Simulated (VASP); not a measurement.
MgO, 2 atoms in the cell. It takes space group Fm-3m (No. 225, cubic). The conventional cell has a = 4.212 Å, b = 4.212 Å, c = 4.212 Å, α = 90.00°, β = 90.00°, γ = 90.00°. Within 2.8 Å of Mg (site symmetry m-3m) lie 6 O at 2.11 Å. O (site symmetry m-3m) has 6 Mg at 2.11 Å within 2.8 Å. 

| Quantity | Value |
| --- | --- |
| Program | VASP 6.6.1 |
| Task | single point |
| Functional | LDA |
| Potentials or basis | VASP PAW LDA potentials, release 64 (Mg, O) |
| Cutoff | 600 eV |
| k mesh | 8 × 8 × 8 |
| Occupations | gaussian, width 0.03 eV |
| Spin | no spin polarisation |
| Dipole correction | no |
| Further INCAR settings | ALGO = Normal; EDIFF = 1e-06; NBANDS = 11 |

Potentials or basis: VASP PAW LDA potentials, release 64 (Mg, O).

Launch:

```bash
$ cat potpaw_LDA.64/Mg/POTCAR potpaw_LDA.64/O/POTCAR > POTCAR
$ mpirun -np 1 vasp_std > vasp.out
```

Hardware: 1 thread of Intel(R) Xeon(R) 6975P-C (Granite Rapids), on a shared host.

Task: Estimate the wall time of this run.

Result: Wall time 3.2 s on 1 thread of Intel(R) Xeon(R) 6975P-C (Granite Rapids), on a shared host, peak memory 0.13 GiB. Counts: scf iterations 11, k points 29.
